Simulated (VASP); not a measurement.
Set up this calculation in VASP 6.6.1, as the native input.

```yaml
Task: single point
Functional: PBEsol
Potentials_or_basis: VASP PAW PBE potentials, release 64 (Al, N)
Cutoff: 520 eV
k_mesh: 9 × 9 × 6
Occupations: gaussian, width 0.05 eV
Spin: no spin polarisation
Dipole_correction: no
Further_INCAR_settings: ALGO = Normal; EDIFF = 1e-06; NBANDS = 16
```

The structure of AlN lies in POSCAR:

```
AlN
1.0
    3.3001398183      0.0000000000      0.0000000000
   -1.6500699092      2.8580049187      0.0000000000
    0.0000000000      0.0000000000      4.3423239729
Al N
2 2
Direct
    0.3333333333      0.6666666667      0.7500000000
    0.6666666667      0.3333333333      0.2500000000
    0.3333333333      0.6666666667      0.2500000000
    0.6666666667      0.3333333333      0.7500000000
```

This cell differs from its parent crystal: volume 10.239 Å^3 an atom, c/a of the conventional cell 1.3158.

The input as run:

INCAR

```
SYSTEM = AlN
PREC = Accurate ; ENCUT = 520
EDIFF = 1E-6 ; ISMEAR = 0
SIGMA = 0.05 ; LREAL = .FALSE.
LASPH = .TRUE. ; NELM = 60
ALGO = Normal ; ISIF = 2
LWAVE = .FALSE. ; LCHARG = .FALSE.
GGA = PS ; NBANDS = 16
```

KPOINTS

```
Automatic mesh
0
G
  9 9 6
  0 0 0
```

Potentials or basis: VASP PAW PBE potentials, release 64 (Al, N).

Command:

```bash
$ cat potpaw_PBE.64/Al/POTCAR potpaw_PBE.64/N/POTCAR > POTCAR
$ mpirun -np 1 vasp_std > vasp.out
```

Results of the run:

| Property | Result |
| --- | --- |
| Pressure | -7.5 GPa |
| Band gap on the k mesh | 2.87 eV, direct |

Caveat: the PAW data sets were made with another functional, which shifts forces and pressure a little.

Wall time 63 s on 1 thread of AMD EPYC 7R13, with other jobs on the host, peak memory 0.14 GiB.
